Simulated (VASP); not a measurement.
Os:

```
CELL_PARAMETERS angstrom
2.67829 0.00000 0.00000
-1.33914 2.31946 0.00000
0.00000 0.00000 4.23152
ATOMIC_POSITIONS crystal
Os 0.66667 0.33333 0.75000
Os 0.33333 0.66667 0.25000
```

Base run:

| Property | Result |
| --- | --- |
| Program | VASP 6.6.1 |
| Functional | PBE exchange alone |
| Potentials or basis | VASP PAW PBE potentials, release 64 (Os) |
| Cutoff | 520 eV |
| k mesh | 11 × 11 × 6 |
| Occupations | fermi-dirac, width 0.05 eV |
| Spin | no spin polarisation |

Its results: band gap on the k mesh zero (bands 8 and 9 overlap by 4.30 eV); pressure 83.1 GPa.

Problem. The run is repeated on the same cell with these changes: functional from PBE exchange alone to r2SCAN; further incar settings from ALGO = Fast; EDIFF = 1e-06; NBANDS = 15 to ALGO = Normal; EDIFF = 1e-06; NBANDS = 15. What comes out?

Solution. Band gap on the k mesh zero (bands 8 and 9 overlap by 4.47 eV); pressure 34.1 GPa.

Caveats: the cell stands under pressure; spin-orbit coupling is left out, which moves the levels of the heavy elements; the PAW data sets were made with another functional, which shifts forces and pressure a little (at least some runs).
